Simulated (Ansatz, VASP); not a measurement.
## Two plane-wave programs on Cs

```
CELL_PARAMETERS angstrom
5.02120 0.00000 0.00000
0.00000 5.02120 0.00000
0.00000 0.00000 5.02120
ATOMIC_POSITIONS crystal
Cs 0.00000 0.00000 0.00000
```

Alike in both runs: functional PBE; k mesh 11 × 11 × 11; occupations fermi-dirac, width 0.05 eV; no spin polarisation.

Ansatz relaxed the structure, and its values are those at the end. VASP's run is a single point on that final structure, the one shown.

```csv
,VASP,Ansatz
version,VASP 6.6.1,Ansatz 0.2.0
potentials or method,"VASP PAW PBE potentials, release 64 (Cs_sv)","PAW with Ansatz's default frozen-core files, scalar-relativistic"
plane-wave cutoff (eV),520,420
valence electrons in the cell,9,9
```

|  | VASP | Ansatz | Ansatz less VASP |
| --- | --- | --- | --- |
| pressure (GPa) | 0.0 | 0.0 | +0.01 |

Neither program's run includes spin-orbit coupling.
